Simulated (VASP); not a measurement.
# GaN (P6_3mc) in VASP: further runs, part 3 of 3

VASP 6.6.1. Earlier steps stand in the parts before.

**4. Single point, PBEsol**

This run uses another cell than the first one, of 11.49 Å³/atom, 1.031 times its volume.

Input file INCAR:

```
PREC = Accurate ; ENCUT = 520
EDIFF = 1E-7 ; ISMEAR = 0
SIGMA = 0.01 ; LREAL = F
LASPH = T ; NELM = 100
ALGO = Normal ; ISIF = 2
LWAVE = F ; LCHARG = F
GGA = PS ; NBANDS = 26
```

Input file KPOINTS:

```
regular mesh
0
Gamma
  8 8 4
```

Input file POSCAR:

```
GaN
1.0
    3.1939374327      0.0000000000      0.0000000000
   -1.5969687164      2.7660309549      0.0000000000
    0.0000000000      0.0000000000      5.2034256327
Ga N
2 2
Direct
    0.3333333333      0.6666666667     -0.0008261308
    0.6666666667      0.3333333333      0.4991738692
    0.3333333333      0.6666666667      0.3758261308
    0.6666666667      0.3333333333      0.8758261308
```

Potentials or basis: VASP PAW PBE potentials, release 64 (Ga_d, N).

Run with:

```
> cat potpaw_PBE.64/Ga_d/POTCAR potpaw_PBE.64/N/POTCAR > POTCAR
> mpirun -np 1 vasp_std > vasp.out
```

OUTCAR:

```text
PREC = Accurate
   ENCUT = 520
   EDIFF = 1E-7
   ISMEAR = 0
   LREAL = F
   LASPH = T
   NELM = 100
   ISIF = 2
   GGA = PS

 ion  position               nearest neighbor table
   1  0.333  0.667  0.999-   4 1.95   4 1.95   4 1.95   3 1.96
   2  0.667  0.333  0.499-   3 1.95   3 1.95   3 1.95   4 1.96
   3  0.333  0.667  0.376-   2 1.95   2 1.95   2 1.95   1 1.96
   4  0.667  0.333  0.876-   1 1.95   1 1.95   1 1.95   2 1.96

  LATTYP: Found a hexagonal cell.
 ALAT       =     3.1939374327
 C/A-ratio  =     1.6291570334

  Lattice vectors:

 A1 = (   3.1939374327,   0.0000000000,   0.0000000000)
 A2 = (  -1.5969687164,   2.7660309549,   0.0000000000)
 A3 = (   0.0000000000,   0.0000000000,   5.2034256327)

Analysis of symmetry for initial positions (statically):
=====================================================================
 Subroutine PRICEL returns:
 Original cell was already a primitive cell.

 Routine SETGRP: Setting up the symmetry group for a
 hexagonal supercell.

 Subroutine GETGRP returns: Found 12 space group operations
 (whereof  6 operations were pure point group operations)
 out of a pool of 24 trial point group operations.

The static configuration has the point symmetry C_3v.
 The point group associated with its full space group is C_6v.

Analysis of symmetry for dynamics (positions and initial velocities):
=====================================================================
 Subroutine PRICEL returns:
 Original cell was already a primitive cell.

 Routine SETGRP: Setting up the symmetry group for a
 hexagonal supercell.

 Subroutine GETGRP returns: Found 12 space group operations
 (whereof  6 operations were pure point group operations)
 out of a pool of 24 trial point group operations.

The dynamic configuration has the point symmetry C_3v.
 The point group associated with its full space group is C_6v.

 Subroutine INISYM returns: Found 12 space group operations
 (whereof  6 operations are pure point group operations),
 and found     1 'primitive' translations

----------------------------------------------------------------------------------------

                                     Primitive cell

  volume of cell :      45.9698

  direct lattice vectors                    reciprocal lattice vectors
     3.193937433  0.000000000  0.000000000     0.313093171  0.180764427  0.000000000
    -1.596968716  2.766030955  0.000000000     0.000000000  0.361528854  0.000000000
     0.000000000  0.000000000  5.203425633     0.000000000  0.000000000  0.192181088

  length of vectors
     3.193937433  3.193937433  5.203425633     0.361528854  0.361528854  0.192181088

  position of ions in fractional coordinates (direct lattice)
     0.333333333  0.666666667  0.999173869
     0.666666667  0.333333333  0.499173869
     0.333333333  0.666666667  0.375826131
     0.666666667  0.333333333  0.875826131

  ion indices of the primitive-cell ions
   primitive index   ion index
                 1           1
                 2           2
                 3           3
                 4           4

----------------------------------------------------------------------------------------

 KPOINTS: regular mesh

Automatic generation of k-mesh.
 Grid dimensions read from file:
 generate k-points for:    8    8    4

 Generating k-lattice:

  Cartesian coordinates                     Fractional coordinates (reciprocal lattice)
     0.039136646  0.022595553  0.000000000     0.125000000  0.000000000  0.000000000
     0.000000000  0.045191107  0.000000000     0.000000000  0.125000000  0.000000000
     0.000000000  0.000000000  0.048045272     0.000000000  0.000000000  0.250000000

  Length of vectors
     0.045191107  0.045191107  0.048045272

  Shift w.r.t. Gamma in fractional coordinates (k-lattice)
     0.000000000  0.000000000  0.000000000

 Subroutine IBZKPT returns following result:
 ===========================================

 Found     30 irreducible k-points:

 Following reciprocal coordinates:
            Coordinates               Weight
  0.000000  0.000000  0.000000      1.000000
  0.125000  0.000000  0.000000      6.000000
  0.250000  0.000000  0.000000      6.000000
  0.375000 -0.000000  0.000000      6.000000
  0.500000  0.000000  0.000000      3.000000
  0.125000  0.125000  0.000000      6.000000
[... 16 lines left out ...]
  0.250000  0.000000  0.500000      6.000000
  0.375000 -0.000000  0.500000      6.000000
 [... further k-points ...]
   k-points           NKPTS =     30   k-points in BZ     NKDIM =     30   number of bands    NBANDS=     26
   number of dos      NEDOS =    301   number of ions     NIONS =      4
   total plane-waves  NPLWV =  23040
   dimension x,y,z NGX =    24 NGY =   24 NGZ =   40
   dimension x,y,z NGXF=    48 NGYF=   48 NGZF=   80
   ions per type =               2   2
   NGX,Y,Z   is equivalent  to a cutoff of  12.49, 12.49, 12.78 a.u.
   NGXF,Y,Z  is equivalent  to a cutoff of  24.98, 24.98, 25.56 a.u.
 SYSTEM =  unknown system
   PREC   = accura    normal or accurate (medium, high low for compatibility)
   ISTART =      0    job   : 0-new  1-cont  2-samecut
   ICHARG =      2    charge: 1-file 2-atom 10-const
   ISPIN  =      1    spin polarized calculation?
   LNONCOLLINEAR =      F non collinear calculations
   LSORBIT =      F    spin-orbit coupling
   LASPH  =      T    aspherical Exc in radial PAW
   ENCUT  =  520.0 eV  38.22 Ry    6.18 a.u.   5.94  5.94  9.67*2*pi/ulx,y,z
   NELM   =    100;   NELMIN=  2; NELMDL= -5     # of ELM steps
   EDIFF  = 0.1E-06   stopping-criterion for ELM
   LREAL  =      F    real-space projection
   EDIFFG = 0.1E-05   stopping-criterion for IOM
   NSW    =      0    number of steps for IOM
   IBRION =     -1    ionic relax: 0-MD 1-quasi-New 2-CG
   NFREE  =      0    steps in history (QN), initial steepest desc. (CG)
   ISIF   =      2    stress and relaxation
   ISYM   =      2    0-nonsym 1-usesym 2-fastsym
   POTIM  = 0.5000    time-step for ionic-motion
   TEBEG  =    0.0;   TEEND  =   0.0 temperature during run
   PSTRESS=    0.0 pullay stress
   NELECT =      36.0000    total number of electrons
   NUPDOWN=      -1.0000    fix difference up-down
   EMIN   =  10.00;   EMAX   =-10.00  energy-range for DOS
   EFERMI =   0.00;   METHOD = LEGACY
   ISMEAR =     0;   SIGMA  =   0.01  broadening in eV -4-tet -1-fermi 0-gaus
   EFERMI_NEDOS =   21; number of points for ismear=-14 and -15
   IALGO  =     38    algorithm
   IMIX   =      4    mixing-type and parameters
     AMIX     =   0.40;   BMIX     =  1.00
     AMIX_MAG =   1.60;   BMIX_MAG =  1.00
  volume/ion in A,a.u.               =      11.49        77.55
  Fermi-wavevector in a.u.,A,eV,Ry     =   1.508984  2.851567 30.980925  2.277034
  Thomas-Fermi vector in A             =   2.619366
   LORBIT       =      0    0 simple, 1 ext, 2 COOP (PROOUT), +10 PAW based schemes
   GGA     = PS    functional components
   LHFCALC =     F    Hartree Fock is set to
   AEXX    =    0.0000 exact exchange contribution
   IVDW    =     0    specifies the selected vdW correction
   LEPSILON=     F    determine dielectric tensor
   LRPA    =     F    only Hartree local field effects (RPA)
 non-spin polarized calculation
 Gauss-broadening in eV      SIGMA  =   0.01
  energy-cutoff  :      520.00
  volume of cell :       45.97
 maximum number of plane-waves:      1250
 NGX is ok and might be reduce to    24
   NGX = 11   NGY = 11   NGZ = 19

 number of electron      35.9999975 magnetization

 Free energy of the ion-electron system (eV)
  ---------------------------------------------------
  ext. energy  EPLUGINS =         0.00000000
  ---------------------------------------------------
  free energy    TOTEN  =       -26.26468822 eV

  energy without entropy =      -26.26468822  energy(sigma->0) =      -26.26468822

 E-fermi :   5.2396     XC(G=0): -11.8714

 val. band max:        5.1207950717   @ k =   0.0000   0.0000   0.0000
 cond. band min:       6.9447166361   @ k =   0.0000   0.0000   0.0000
 fundamental gap:      1.8239215644
 Fermi energy:         5.2396266856

 k-point     1 :       0.0000    0.0000    0.0000
  band No.  band energies     occupation
      1     -10.8046      2.00000
      2      -9.8710      2.00000
      3      -8.2750      2.00000
      4      -8.2596      2.00000
      5      -8.2596      2.00000
      6      -8.1989      2.00000
[... 685 lines left out ...]
     25      17.0922      0.00000
     26      17.0922      0.00000

 [... further k-points ...]

------------------------ aborting loop because EDIFF is reached ----------------------------------------

  FORCE on cell =-STRESS in cart. coord.  units (eV):
  Direction    XX          YY          ZZ          XY          YZ          ZX
  --------------------------------------------------------------------------------------
  -------------------------------------------------------------------------------------
  Total       -0.6232103     -0.6232103     -0.6104240      0.0000000      0.0000000      0.0000000
  in kB      -21.7206315    -21.7206315    -21.2749919      0.0000000      0.0000000      0.0000000
  external PRESSURE =     -21.5720849 kB  Pullay stress =       0.0000000 kB

 VOLUME and BASIS-vectors are now :
 -----------------------------------------------------------------------------
  energy-cutoff  :      520.00
  volume of cell :       45.97
      direct lattice vectors                 reciprocal lattice vectors
     3.193937433  0.000000000  0.000000000     0.313093171  0.180764427  0.000000000
    -1.596968716  2.766030955  0.000000000     0.000000000  0.361528854  0.000000000
     0.000000000  0.000000000  5.203425633     0.000000000  0.000000000  0.192181088

 POSITION                                       TOTAL-FORCE (eV/Angst)
 -----------------------------------------------------------------------------------
     -0.00000      1.84402      5.19913         0.000000     -0.000000     -0.000867
      1.59697      0.92201      2.59741        -0.000000      0.000000     -0.000867
     -0.00000      1.84402      1.95558         0.000000     -0.000000      0.000867
      1.59697      0.92201      4.55730        -0.000000     -0.000000      0.000867
 -----------------------------------------------------------------------------------
    total drift:                               -0.000001     -0.000001     -0.000945

  FREE ENERGIE OF THE ION-ELECTRON SYSTEM (eV)
  ---------------------------------------------------
  free  energy   TOTEN  =       -26.2646882162 eV

  energy  without entropy=      -26.2646882162  energy(sigma->0) =      -26.26468822
```

OSZICAR:

```text
N       E                     dE             d eps       ncg     rms          rms(c)
DAV:   1     0.280180821796E+03    0.28018E+03   -0.17536E+04  1720   0.256E+03
DAV:   2     0.703434339776E+01   -0.27315E+03   -0.25889E+03  1664   0.495E+02
DAV:   3    -0.286072648285E+02   -0.35642E+02   -0.35171E+02  1870   0.144E+02
DAV:   4    -0.298481923201E+02   -0.12409E+01   -0.12355E+01  1866   0.285E+01
[... 10 lines left out ...]
DAV:  15    -0.262646907695E+02    0.18052E-05   -0.91054E-07  2248   0.125E-02    0.354E-02
DAV:  16    -0.262646889854E+02    0.17841E-05   -0.14926E-06  2086   0.148E-02    0.192E-02
DAV:  17    -0.262646883793E+02    0.60610E-06   -0.11530E-06  2172   0.960E-03    0.724E-03
DAV:  18    -0.262646882701E+02    0.10921E-06   -0.20043E-07  1082   0.367E-03    0.356E-03
DAV:  19    -0.262646882162E+02    0.53887E-07   -0.79654E-08   858   0.235E-03
   1 F= -.26264688E+02 E0= -.26264688E+02  d E =-.207699E-65
```

It took 28 s on 1 thread of Intel Xeon Platinum 8488C (Sapphire Rapids), shared host; peak memory 0.17 GiB.

Results:

```yaml
Free_energy: -26.2647 eV
Pressure: -2.2 GPa
Band_gap_on_the_k_mesh: 1.82 eV, direct
```

Levels at points of the mesh, in eV from the valence-band top:
| k point | band 14 | band 15 | band 16 | band 17 | band 18 | band 19 | band 20 | band 21 | band 22 | band 23 |
| --- | --- | --- | --- | --- | --- | --- | --- | --- | --- | --- |
| (0.00, 0.00, 0.00) | -1.04 | -1.04 | -0.04 | 0.00 | 0.00 | 1.82 | 4.14 | 9.06 | 9.76 | 9.76 |
| (0.50, 0.00, 0.00) | -5.31 | -4.22 | -2.75 | -2.22 | -1.00 | 4.92 | 5.45 | 5.92 | 8.49 | 10.21 |
| (0.00, 0.00, 0.50) | -3.86 | -0.53 | -0.53 | -0.53 | -0.53 | 4.15 | 4.15 | 8.33 | 8.33 | 10.28 |
| (0.50, 0.00, 0.50) | -6.63 | -1.95 | -1.95 | -1.90 | -1.90 | 4.27 | 4.27 | 7.64 | 7.64 | 9.82 |

Caveat: the PAW data sets were made with another functional, which shifts forces and pressure a little.

**5. Summary**

| cell | gap on the mesh (eV) | pressure (GPa) |
| --- | --- | --- |
| a = 3.161, b = 3.161, c = 5.150 Å, angles 90.0, 90.0, 120.0°, 4 atoms | 2.03 | 3.8 |
| a = 3.172, b = 3.172, c = 5.168 Å, angles 90.0, 90.0, 120.0°, 4 atoms | 1.96 | 1.7 |
| a = 3.194, b = 3.194, c = 5.203 Å, angles 90.0, 90.0, 120.0°, 4 atoms | 1.82 | -2.2 |

Alike in all rows: task single point; level PBEsol; potentials or basis VASP PAW PBE potentials, release 64 (Ga_d, N); no spin polarisation; k mesh 8 × 8 × 4; cutoff (eV) 520; smearing gaussian 0.01 eV.

Caveats: the PAW data sets were made with another functional, which shifts forces and pressure a little.

Absolute energies hang on the potentials; compare differences alone.
